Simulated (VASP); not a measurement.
A run of VASP 6.6.1 is set up as follows.

File INCAR:

```
SYSTEM = CdSe
PREC = Accurate ; ENCUT = 520
EDIFF = 1E-6 ; ISMEAR = 0
SIGMA = 0.02 ; LREAL = .FALSE.
LASPH = .TRUE. ; NELM = 60
ALGO = Normal ; ISIF = 2
LWAVE = .FALSE. ; LCHARG = .FALSE.
GGA = PE ; NBANDS = 16
```

File KPOINTS:

```
regular mesh
0
G
  10 10 10
  0 0 0
```

The input POSCAR:

```
CdSe
1.0
    0.0000000000      2.9691611068      2.9691611068
    2.9691611068      0.0000000000      2.9691611068
    2.9691611068      2.9691611068      0.0000000000
Cd Se
1 1
Direct
    0.0000000000      0.0000000000      0.0000000000
    0.7500000000      0.7500000000      0.7500000000
```

Potentials or basis: VASP PAW PBE potentials, release 64 (Cd, Se).

Command:

```console
$ cat potpaw_PBE.64/Cd/POTCAR potpaw_PBE.64/Se/POTCAR > POTCAR
$ mpirun -np 1 vasp_std > vasp.out
```

Task: Estimate the band gap on the k mesh.

Result: 0.76 eV, direct.

Task: What does it give for the pressure?

Result: 8.1 GPa.
